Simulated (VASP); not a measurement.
VN: relaxation of the atoms with PBEsol

System: VN, a slab with vacuum.

```xyz
8
Lattice="2.8799 0.0000 0.0000 0.0000 2.8799 0.0000 0.0000 0.0000 23.1093" Properties=species:S:1:pos:R:3 pbc="T T T"
V     1.4400    1.4400    8.5000
V     0.0000    0.0000   10.5364
V     1.4400    1.4400   12.5728
V     0.0000    0.0000   14.6093
N     0.0000    0.0000    8.5000
N     1.4400    1.4400   10.5364
N     0.0000    0.0000   12.5728
N     1.4400    1.4400   14.6093
```

```yaml
Program: VASP 6.6.1
Task: relaxation of the atoms
Functional: PBEsol
Potentials_or_basis: VASP PAW PBE potentials, release 64 (V_sv, N)
Cutoff: 520 eV
k_mesh: 10 × 10 × 1
Occupations: gaussian, width 0.1 eV
Spin: no spin polarisation
Dipole_correction: yes
Atoms_held_fixed_from_0: "[0, 1, 4, 5]"
Further_INCAR_settings: ALGO = Fast; EDIFF = 1e-07; IBRION = 2; EDIFFG = -0.03; NSW = 90
```

| Property | Result |
| --- | --- |
| Energy gained by relaxing | 42.7 meV/atom |
| Ionic steps | 12 |
| Band gap on the k mesh | zero (bands 36 and 37 overlap by 1.37 eV) |

Step by step:
```csv
step,energy change (eV),largest force on free atoms (eV/Å),pressure (GPa)
1,0.0000,2.6131,-4.30
2,-0.3024,0.7384,-3.67
3,-0.3024,0.7245,-3.67
4,-0.3331,0.2276,-3.97
5,-0.3375,0.1232,-4.11
6,-0.3388,0.0845,-4.18
7,-0.3398,0.1592,-4.33
8,-0.3405,0.1210,-4.35
9,-0.3414,0.0913,-4.41
10,-0.3414,0.0873,-4.42
11,-0.3416,0.0639,-4.45
12,-0.3419,0.0116,-4.52
```

Final structure:
```
V N
1.0
     2.87993    0.00000    0.00000
     0.00000    2.87993    0.00000
     0.00000    0.00000   23.10926
V N
4 4
Direct
  0.50000 0.50000 0.36782
  0.00000 0.00000 0.45594
  0.50000 0.50000 0.54793
  0.00000 0.00000 0.62757
  0.00000 0.00000 0.36782
  0.50000 0.50000 0.45594
  0.00000 0.00000 0.54546
  0.50000 0.50000 0.63866
```

Levels at points of the mesh, in eV from the Fermi level:
```
           k point  band 34  band 35  band 36  band 37  band 38  band 39
(0.00, 0.00, 0.00)    -2.27    -2.18    -1.63    -0.88    -0.88    -0.51
(0.50, 0.00, 0.00)     0.29     0.30     0.33     0.65     0.71     0.77
(0.50, 0.50, 0.00)    -2.94    -1.07    -1.07     0.77     0.77     0.83
```

It took 86 min on 1 thread of Oxide Virtual Turin-like Processor, with other jobs on the host, peak memory 0.37 GiB.

Caveat: the PAW data sets were made with another functional, which shifts forces and pressure a little; the run has no spin polarisation, though such a crystal can be magnetic. With open d or f shells a metallic result of PBEsol can be an artefact of self-interaction; +U or a hybrid may open a gap.
